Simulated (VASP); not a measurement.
# BN (R3m) in VASP: a series of runs

Runs on BN. Level: LDA. Tasks: single point.

Program: VASP 6.6.1. These are calculated values, not measurements. Logs are shortened: lines on timing, memory, paths and dates and some standing lists are left out, and cuts for length are marked.

## (1) The cell of the first run

The structure is trigonal, space group R3m (No. 160). Conventional cell: a = 2.502 Å, b = 2.502 Å, c = 10.928 Å, α = 90.00°, β = 90.00°, γ = 120.00°. Within 1.9 Å of B (site symmetry 3m) lie 3 N at 1.44 Å. N (site symmetry 3m) has 3 B at 1.44 Å within 1.9 Å.

## (2) Single point, LDA (strain +0.000 along x and y, +0.080 along z)

File INCAR:

```
ALGO     = Normal         # electronic algorithm
EDIFF    = 1E-6           # SCF threshold, eV
ENCUT    = 600            # plane-wave cutoff, eV
GGA      = CA             # functional
GGA_COMPAT= False        
ISIF     = 2              # what is computed and relaxed
ISMEAR   = 0              # smearing method
LASPH    = True           # aspherical terms in the spheres
LCHARG   = False          # write CHGCAR
LREAL    = False          # projectors in reciprocal space
LWAVE    = False          # write WAVECAR
NBANDS   = 11             # bands
NELM     = 120            # most SCF steps
PREC     = Accurate       # precision mode
SIGMA    = 0.05           # smearing width, eV
```

File KPOINTS:

```
k-points
0
Gamma
  12 12 12
```

File POSCAR:

```
BN
1.0
    1.2511217832      0.7223354983      3.6427691556
   -1.2511217832      0.7223354983      3.6427691556
    0.0000000000     -1.4446709967      3.6427691556
B N
1 1
Direct
    0.9996712000      0.9996712000      0.9996712000
    0.3327618000      0.3327618000      0.3327618000
```

Potentials or basis: VASP PAW LDA potentials, release 64 (B, N).

Launch:

```sh
$ cat potpaw_LDA.64/B/POTCAR potpaw_LDA.64/N/POTCAR > POTCAR
$ mpirun -np 1 vasp_std > vasp.out
```

OUTCAR:

```text
EDIFF = 1E-6
   ENCUT = 600
   GGA = CA
   ISIF = 2
   ISMEAR = 0
   LASPH = True
   LREAL = False
   NELM = 120
   PREC = Accurate

 ion  position               nearest neighbor table
   1  1.000  1.000  1.000-   2 1.44   2 1.44   2 1.44
   2  0.333  0.333  0.333-   1 1.44   1 1.44   1 1.44

  LATTYP: Found a trigonal (rhomboedric) cell.
 ALAT       =     3.9187806024
 COS(alpha) =     0.7961422307

  Lattice vectors:

 A1 = (   1.2511217832,   0.7223354983,   3.6427691556)
 A2 = (  -1.2511217832,   0.7223354983,   3.6427691556)
 A3 = (   0.0000000000,  -1.4446709967,   3.6427691556)

Analysis of symmetry for initial positions (statically):
=====================================================================
 Subroutine PRICEL returns:
 Original cell was already a primitive cell.

 Routine SETGRP: Setting up the symmetry group for a
 trigonal (rhombohedral) supercell.

 Subroutine GETGRP returns: Found  6 space group operations
 (whereof  6 operations were pure point group operations)
 out of a pool of 12 trial point group operations.

The static configuration has the point symmetry C_3v.

Analysis of symmetry for dynamics (positions and initial velocities):
=====================================================================
 Subroutine PRICEL returns:
 Original cell was already a primitive cell.

 Routine SETGRP: Setting up the symmetry group for a
 trigonal (rhombohedral) supercell.

 Subroutine GETGRP returns: Found  6 space group operations
 (whereof  6 operations were pure point group operations)
 out of a pool of 12 trial point group operations.

The dynamic configuration has the point symmetry C_3v.

 Subroutine INISYM returns: Found  6 space group operations
 (whereof  6 operations are pure point group operations),
 and found     1 'primitive' translations

----------------------------------------------------------------------------------------

                                     Primitive cell

  volume of cell :      19.7525

  direct lattice vectors                    reciprocal lattice vectors
     1.251121783  0.722335498  3.642769156     0.399641351  0.230733042  0.091505478
    -1.251121783  0.722335498  3.642769156    -0.399641351  0.230733042  0.091505478
     0.000000000 -1.444670997  3.642769156     0.000000000 -0.461466083  0.091505478

  length of vectors
     3.918780602  3.918780602  3.918780602     0.470451059  0.470451059  0.470451059

  position of ions in fractional coordinates (direct lattice)
[... 80 lines left out ...]
   LREAL  =      F    real-space projection
   EDIFFG = 0.1E-04   stopping-criterion for IOM
   NSW    =      0    number of steps for IOM
   IBRION =     -1    ionic relax: 0-MD 1-quasi-New 2-CG
   NFREE  =      0    steps in history (QN), initial steepest desc. (CG)
   ISIF   =      2    stress and relaxation
   ISYM   =      2    0-nonsym 1-usesym 2-fastsym
   POTIM  = 0.5000    time-step for ionic-motion
   TEBEG  =    0.0;   TEEND  =   0.0 temperature during run
   PSTRESS=    0.0 pullay stress
   NELECT =       8.0000    total number of electrons
   NUPDOWN=      -1.0000    fix difference up-down
   EMIN   =  10.00;   EMAX   =-10.00  energy-range for DOS
   EFERMI =   0.00;   METHOD = LEGACY
   ISMEAR =     0;   SIGMA  =   0.05  broadening in eV -4-tet -1-fermi 0-gaus
   EFERMI_NEDOS =   21; number of points for ismear=-14 and -15
   IALGO  =     38    algorithm
   IMIX   =      4    mixing-type and parameters
     AMIX     =   0.40;   BMIX     =  1.00
     AMIX_MAG =   1.60;   BMIX_MAG =  1.00
  volume/ion in A,a.u.               =       9.88        66.65
  Fermi-wavevector in a.u.,A,eV,Ry     =   1.211242  2.288916 19.961213  1.467108
  Thomas-Fermi vector in A             =   2.346764
   LORBIT       =      0    0 simple, 1 ext, 2 COOP (PROOUT), +10 PAW based schemes
   GGA     = CA    functional components
   LHFCALC =     F    Hartree Fock is set to
   AEXX    =    0.0000 exact exchange contribution
   IVDW    =     0    specifies the selected vdW correction
   LEPSILON=     F    determine dielectric tensor
   LRPA    =     F    only Hartree local field effects (RPA)
 non-spin polarized calculation
 Gauss-broadening in eV      SIGMA  =   0.05
  energy-cutoff  :      600.00
  volume of cell :       19.75
 maximum number of plane-waves:       672
   NGX = 15   NGY = 15   NGZ = 15

 number of electron       8.0000000 magnetization

 Free energy of the ion-electron system (eV)
  ---------------------------------------------------
  ext. energy  EPLUGINS =         0.00000000
  ---------------------------------------------------
  free energy    TOTEN  =       -19.27676716 eV

  energy without entropy =      -19.27676716  energy(sigma->0) =      -19.27676716

 E-fermi :   1.6697     XC(G=0):  -9.9451

 val. band max:        1.4225402931   @ k =  -0.3333   0.3333   0.0000
 cond. band min:       5.6512173096   @ k =   0.5000   0.5000   0.0000
 fundamental gap:      4.2286770165
 Fermi energy:         1.6696984082

 k-point     1 :       0.0000    0.0000    0.0000
  band No.  band energies     occupation
      1     -16.1027      2.00000
      2      -3.1659      2.00000
      3       0.0923      2.00000
      4       0.0923      2.00000
      5       5.8451      0.00000
      6      12.9447      0.00000
      7      12.9447      0.00000
      8      14.2023      0.00000
      9      15.8566      0.00000
     10      26.5135      0.00000
     11      26.8935      0.00000
[... 309 lines left out ...]
 k-point    24 :      -0.4167    0.1667   -0.0000
  band No.  band energies     occupation
      1     -12.6722      2.00000
      2      -7.1529      2.00000
      3      -4.0207      2.00000
      4       1.0123      2.00000
      5       6.3637      0.00000
      6      12.6861      0.00000
      7      14.3828      0.00000
      8      15.2609      0.00000
      9      18.1172      0.00000
     10      21.8268      0.00000
     11      23.4815      0.00000

 [... further k-points ...]
[... 5 lines left out ...]
  --------------------------------------------------------------------------------------
  -------------------------------------------------------------------------------------
  Total       -0.6206952     -0.6206952     -0.2072195      0.0000000      0.0000000     -0.0000000
  in kB      -50.3462969    -50.3462969    -16.8081407      0.0000000      0.0000000     -0.0000000
  external PRESSURE =     -39.1669115 kB  Pullay stress =       0.0000000 kB

 VOLUME and BASIS-vectors are now :
 -----------------------------------------------------------------------------
  energy-cutoff  :      600.00
  volume of cell :       19.75
      direct lattice vectors                 reciprocal lattice vectors
     1.251121783  0.722335498  3.642769156     0.399641351  0.230733042  0.091505478
    -1.251121783  0.722335498  3.642769156    -0.399641351  0.230733042  0.091505478
     0.000000000 -1.444670997  3.642769156     0.000000000 -0.461466083  0.091505478

 POSITION                                       TOTAL-FORCE (eV/Angst)
 -----------------------------------------------------------------------------------
      0.00000     -0.00000     10.92471         0.000000      0.000000     -0.023801
      0.00000     -0.00000      3.63652         0.000000     -0.000000      0.023801
 -----------------------------------------------------------------------------------
    total drift:                                0.000000      0.000000      0.000106

  FREE ENERGIE OF THE ION-ELECTRON SYSTEM (eV)
  ---------------------------------------------------
  free  energy   TOTEN  =       -19.2767671563 eV

  energy  without entropy=      -19.2767671563  energy(sigma->0) =      -19.27676716
```

OSZICAR:

```text
N       E                     dE             d eps       ncg     rms          rms(c)
DAV:   1     0.155874217980E+02    0.15587E+02   -0.49128E+03  4182   0.755E+02
DAV:   2    -0.204435033201E+02   -0.36031E+02   -0.34351E+02  4860   0.158E+02
DAV:   3    -0.213182921064E+02   -0.87479E+00   -0.87326E+00  5065   0.228E+01
DAV:   4    -0.213211476846E+02   -0.28556E-02   -0.28555E-02  4611   0.159E+00
DAV:   5    -0.213211633522E+02   -0.15668E-04   -0.15668E-04  5128   0.993E-02    0.782E+00
DAV:   6    -0.195419067439E+02    0.17793E+01   -0.58546E+00  4434   0.132E+01    0.345E+00
DAV:   7    -0.193401801586E+02    0.20173E+00   -0.20518E-01  4991   0.331E+00    0.207E+00
DAV:   8    -0.192771162285E+02    0.63064E-01   -0.15567E-01  4908   0.232E+00    0.237E-01
DAV:   9    -0.192767367123E+02    0.37952E-03   -0.27866E-03  4635   0.429E-01    0.135E-01
DAV:  10    -0.192767630020E+02   -0.26290E-04   -0.24057E-04  4802   0.131E-01    0.219E-02
DAV:  11    -0.192767676204E+02   -0.46183E-05   -0.20550E-05  5058   0.290E-02    0.163E-02
DAV:  12    -0.192767671563E+02    0.46407E-06   -0.46291E-06  4626   0.135E-02
   1 F= -.19276767E+02 E0= -.19276767E+02  d E =-.923784E-14
```

stdout:

```text
POSCAR found type information on POSCAR B N
 POSCAR found :  2 types and       2 ions
 scaLAPACK will be used
 LDA part: xc-table for (Slater(with rela. corr.)+CA(PZ))
 , standard interpolation
 POSCAR, INCAR and KPOINTS ok, starting setup
 FFT: planning ... GRIDC
 FFT: planning ... GRID_SOFT
 FFT: planning ... GRID
 WAVECAR not read
 entering main loop
```

Run time: 1.9 min. Hardware: 1 thread of Intel Xeon 8259CL, shared host; peak memory 0.18 GiB.

What came out:

```yaml
Free_energy: -19.2768 eV
Pressure: -3.9 GPa
Largest_force: 0.024 eV/Å
Band_gap_on_the_k_mesh: 4.23 eV, indirect (least direct gap 4.55 eV)
```

Forces in eV/Å, atoms in the order of the input:
```
B    0.000  0.000 -0.024
N    0.000  0.000  0.024
```

Levels at points of the mesh, in eV from the valence-band top:
```csv
k point,band 1,band 2,band 3,band 4,band 5,band 6,band 7,band 8
"(0.00, 0.00, 0.00)",-17.53,-4.59,-1.33,-1.33,4.42,11.52,11.52,12.78
"(0.50, 0.00, 0.00)",-14.35,-8.88,-4.13,-0.73,5.00,9.76,12.35,13.98
"(0.50, 0.50, 0.00)",-14.31,-8.81,-4.15,-1.11,4.23,9.90,13.36,16.06
"(0.50, 0.50, 0.50)",-17.37,-5.98,-1.34,-1.34,8.86,11.49,11.49,11.70
```

Caveat: the cell differs from its parent crystal (strain +0.000 along x and y, +0.080 along z). A k mesh can miss the band edges.

## (3) Single point, LDA (strain +0.080 along x and y, -0.080 along z)

File INCAR:

```
  PREC = Accurate
  ENCUT = 600
  EDIFF = 1E-6
  ISMEAR = 0
  SIGMA = 0.05
  LREAL = F
  LASPH = T
  NELM = 120
  ALGO = Normal
  ISIF = 2
  LWAVE = F
  LCHARG = T
  GGA = CA
  LELF = T
  LVHAR = T
  NBANDS = 11
  GGA_COMPAT = F
```

File KPOINTS:

```
regular mesh
0
Gamma
  12 12 12
```

File POSCAR:

```
BN
1.0
    1.3512115259      0.7801223382      3.1030996510
   -1.3512115259      0.7801223382      3.1030996510
    0.0000000000     -1.5602446764      3.1030996510
B N
1 1
Direct
    0.9996712000      0.9996712000      0.9996712000
    0.3327618000      0.3327618000      0.3327618000
```

Potentials or basis: VASP PAW LDA potentials, release 64 (B, N).

Launch:

```sh
$ cat potpaw_LDA.64/B/POTCAR potpaw_LDA.64/N/POTCAR > POTCAR
$ mpirun -np 1 vasp_std > vasp.out
```

It took 88 s on 1 thread of Intel Xeon 8259CL, shared host; peak memory 0.17 GiB.

The run converged. Its results:

```
Free energy            : -18.5686 eV
Pressure               : -44.9 GPa
Largest force          : 0.090 eV/Å
Band gap on the k mesh : 3.38 eV, indirect (least direct gap 4.05 eV)
```

Forces on the atoms (eV/Å):
```
B    0.000  0.000  0.090
N    0.000  0.000 -0.090
```

Stress tensor (GPa, compression positive):
```
-67.68   0.00   0.00
  0.00 -67.68   0.00
  0.00   0.00   0.56
```

Levels at points of the mesh, in eV from the valence-band top:
```
           k point  band 2  band 3  band 4  band 5  band 6  band 7
(0.00, 0.00, 0.00)   -2.60   -1.57   -1.57    4.93    9.69    9.69
(0.50, 0.00, 0.00)   -8.21   -3.77   -0.32    4.62    7.81   11.87
(0.50, 0.50, 0.00)   -7.94   -3.94   -1.29    3.38    7.40   13.20
(0.50, 0.50, 0.50)   -5.70   -1.63   -1.63    8.76    9.25    9.52
```

Caveat: the cell differs from its parent crystal (strain +0.080 along x and y, -0.080 along z). A k mesh can miss the band edges.

## (4) Single point, LDA (strain +0.040 along x and y, +0.000 along z)

File INCAR:

```
SYSTEM = BN
PREC = Accurate
ENCUT = 600
EDIFF = 1E-6
ISMEAR = 0
SIGMA = 0.05
LREAL = .False.
LASPH = .True.
NELM = 120
ALGO = Normal
ISIF = 2
LWAVE = .False.
LCHARG = .True.
LELF = .True.
LVHAR = .True.
NBANDS = 11
GGA_COMPAT = .False.
```

File KPOINTS:

```
Automatic mesh
0
Gamma
  12 12 12
  0 0 0
```

File POSCAR:

```
BN
1.0
    1.3011666545      0.7512289182      3.3729344033
   -1.3011666545      0.7512289182      3.3729344033
    0.0000000000     -1.5024578365      3.3729344033
B N
1 1
Direct
    0.9996712000      0.9996712000      0.9996712000
    0.3327618000      0.3327618000      0.3327618000
```

Launch:

```sh
$ cat potpaw_LDA.64/B/POTCAR potpaw_LDA.64/N/POTCAR > POTCAR
$ mpirun -np 1 vasp_std > vasp.out
```

It took 2.2 min on 1 thread of Intel Xeon 8259CL, shared host; peak memory 0.18 GiB.

Results (log left out):

```
Free energy            : -19.0683 eV
Pressure               : -27.1 GPa
Largest force          : 0.006 eV/Å
Band gap on the k mesh : 3.88 eV, indirect (least direct gap 4.27 eV)
```

Forces on the atoms (eV/Å):
```
B    0.000  0.000  0.006
N    0.000  0.000 -0.006
```

Stress tensor (GPa, compression positive):
```
-39.99   0.00   0.00
  0.00 -39.99   0.00
  0.00   0.00  -1.19
```

Levels at points of the mesh, in eV from the valence-band top:
```tsv
k point	band 1	band 2	band 3	band 4	band 5	band 6	band 7	band 8	band 9
(0.00, 0.00, 0.00)	-16.89	-3.57	-1.40	-1.40	4.82	10.63	10.63	11.68	12.92
(0.50, 0.00, 0.00)	-14.00	-8.44	-3.89	-0.48	4.89	8.78	12.14	14.24	18.75
(0.50, 0.50, 0.00)	-13.92	-8.30	-3.96	-1.10	3.88	8.69	13.28	16.50	18.91
(0.50, 0.50, 0.50)	-16.60	-5.68	-1.43	-1.43	9.41	10.46	10.54	10.54	15.26
```

Caveat: the cell differs from its parent crystal (strain +0.040 along x and y, +0.000 along z). A k mesh can miss the band edges.

## (5) The runs side by side

```csv
cell,gap on the mesh (eV),pressure (GPa),largest force (eV/Å)
"a = 3.919 Å, angles 37.2°, 2 atoms",4.23,-3.9,0.02
"a = 3.473 Å, angles 45.8°, 2 atoms",3.38,-44.9,0.09
"a = 3.692 Å, angles 41.3°, 2 atoms",3.88,-27.1,0.01
```

Alike in all rows: task single point; level LDA; potentials or basis VASP PAW LDA potentials, release 64 (B, N); no spin polarisation; k mesh 12 × 12 × 12; cutoff (eV) 600; smearing gaussian 0.05 eV.

Absolute energies hang on the potentials; compare differences alone.
